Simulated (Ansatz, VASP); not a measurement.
# SnTe: VASP beside Ansatz

```
Sn Te
1.0
     0.00000    3.20540    3.20540
     3.20540    0.00000    3.20540
     3.20540    3.20540    0.00000
Sn Te
1 1
Cartesian
  0.0000 0.0000 0.0000
  3.2054 3.2054 3.2054
```

Alike in both runs: functional PBE; k mesh 10 × 10 × 10; occupations gaussian, width 0.01 eV; no spin polarisation.

Ansatz relaxed the structure, and its values are those at the end. VASP's run is a single point on that final structure, the one shown.

```csv
,VASP,Ansatz
version,VASP 6.6.1,Ansatz 0.2.0
potentials or method,"VASP PAW PBE potentials, release 64 (Sn_d, Te), cutoff 500 eV","scalar-relativistic, plane waves, PAW"
valence electrons in the cell,20,30
```

|  | VASP | Ansatz | Ansatz less VASP |
| --- | --- | --- | --- |
| gap on the k mesh at the Fermi level (eV) | 0.05 | 0.05 | 0.000 |
| least direct gap on the mesh (eV) | 0.05 | 0.05 | 0.000 |
| pressure (GPa) | -0.1 | 0.0 | +0.06 |

With one functional, cell and mesh, what is left measures potentials, basis and numerics. VASP's potentials hold 20 valence electrons a cell and Ansatz's 30, so a difference there can come from the potentials and not from the codes.

Spin-orbit coupling is off throughout.
